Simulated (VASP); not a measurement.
Here is a VASP 6.6.1 calculation.

Contents of INCAR:

```
  PREC = Accurate
  ENCUT = 520
  EDIFF = 1E-8
  ISMEAR = -1
  SIGMA = 0.05
  LREAL = False
  LASPH = True
  NELM = 80
  ALGO = Normal
  ISIF = 2
  LWAVE = False
  LCHARG = False
  GGA = PE
  LEFG = True
  NBANDS = 12
```

Contents of KPOINTS:

```
Automatic mesh
0
Gamma
  15 15 15
```

Contents of POSCAR:

```
Ag
1.0
    0.0000000000      2.0431000000      2.0022380000
    2.0431000000      0.0000000000      2.0022380000
    2.0431000000      2.0431000000      0.0000000000
Ag
1
Direct
    0.0000000000      0.0000000000      0.0000000000
```

Potentials or basis: VASP PAW PBE potentials, release 64 (Ag).

Command:

```bash
$ cat potpaw_PBE.64/Ag/POTCAR > POTCAR
$ mpirun -np 1 vasp_std > vasp.out
```

(1) What does it give for the pressure?

(2) Estimate the band gap on the k mesh.

Results:

(1) 6.9 GPa.

(2) zero (an odd number of electrons rules out a gap without spin polarisation).

Caveat: the cell differs from its parent crystal (zz strain of -2 %); the cell stands under pressure; without QUAD_EFG the Cq values of the log hold for a quadrupole moment of 1 mb, not for the nuclei.
